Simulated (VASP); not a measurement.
A run of VASP 6.6.1 is set up as follows.

INCAR

```
ALGO = Normal
EDIFF = 1E-7
EDIFFG = -0.04
ENCUT = 600
GGA = PE
IBRION = 2
ISIF = 3
ISMEAR = 0
LASPH = True
LCHARG = False
LREAL = False
LWAVE = False
NELM = 60
NSW = 90
PREC = Accurate
SIGMA = 0.1
```

KPOINTS

```
k-points
0
Gamma
  4 4 4
```

The input POSCAR:

```
Li5Ge
1.0
    4.3070494000      0.0000000000      0.0000000000
    0.0000000000      4.3070494000      0.0000000000
    0.0000000000      0.0000000000      5.0280556700
Li Ge
5 1
Direct
    0.0000000000      0.5000000000      0.2142949000
    0.5000000000      0.0000000000      0.2142949000
    0.0000000000      0.5000000000      0.7857051000
    0.5000000000      0.0000000000      0.7857051000
    0.5000000000      0.5000000000      0.5000000000
    0.0000000000      0.0000000000      0.5000000000
```

Potentials or basis: VASP PAW PBE potentials, release 64 (Li_sv, Ge_d).

The run is started by

```bash
$ cat potpaw_PBE.64/Li_sv/POTCAR potpaw_PBE.64/Ge_d/POTCAR > POTCAR
$ mpirun -np 1 vasp_std > vasp.out
```

(1) What does it give for the relaxed volume?

(2) Estimate the band gap on the k mesh.

(3) What does it give for the relaxed cell?

(4) What does it give for the space group after relaxing (to 0.1 Å)?

Answers

(1) 17.97 Å³/atom.

(2) zero (an odd number of electrons rules out a gap without spin polarisation).

(3) a = 4.287 Å, b = 4.287 Å, c = 5.868 Å, α = 90.00°, β = 90.00°, γ = 90.00°.

(4) P4/mmm (No. 123).

Caveat: the k points lie up to 0.37 Å⁻¹ apart in the final cell, too coarse for converged energies and pressures of a metal; the cutoff is under 1.25 times the usual one of these potentials, so pressure, stress and relaxed cells hold a basis-set (Pulay) error; the volume moved by over 15 % at a fixed basis, so the end points are rough.
